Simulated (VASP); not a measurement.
Mo: single point with r2SCAN

The system is Mo.

```
CELL_PARAMETERS angstrom
-1.50986 1.50986 1.50986
1.50986 -1.50986 1.50986
1.50986 1.50986 -1.50986
ATOMIC_POSITIONS crystal
Mo 0.00000 0.00000 0.00000
```

```yaml
Program: VASP 6.6.1
Task: single point
Functional: r2SCAN
Potentials_or_basis: VASP PAW PBE potentials, release 64 (Mo_sv)
Cutoff: 520 eV
k_mesh: 20 × 20 × 20
Occupations: fermi-dirac, width 0.1 eV
Spin: no spin polarisation
```

```yaml
Pressure: 47.0 GPa
Band_gap_on_the_k_mesh: zero (band 7 reaches 19.65 eV, above the bottom of band 8 at 13.02 eV)
```

Levels at points of the mesh, in eV from the Fermi level:
```tsv
k point	band 4	band 5	band 6	band 7	band 8	band 9	band 10	band 11
(0.00, 0.00, 0.00)	-35.44	-8.06	-1.76	-1.76	-1.76	2.07	2.07	15.58
(0.50, 0.00, 0.00)	-35.47	-6.49	-4.32	2.15	2.17	2.96	5.86	12.68
(0.50, 0.50, 0.50)	-36.93	-6.84	-6.84	4.88	4.88	4.88	10.56	10.56
```

It took 74 s on 1 thread of Intel(R) Xeon(R) 6975P-C (Granite Rapids), with other jobs on the host, peak memory 0.16 GiB.

Caveat: the PAW data sets were made with another functional, which shifts forces and pressure a little.
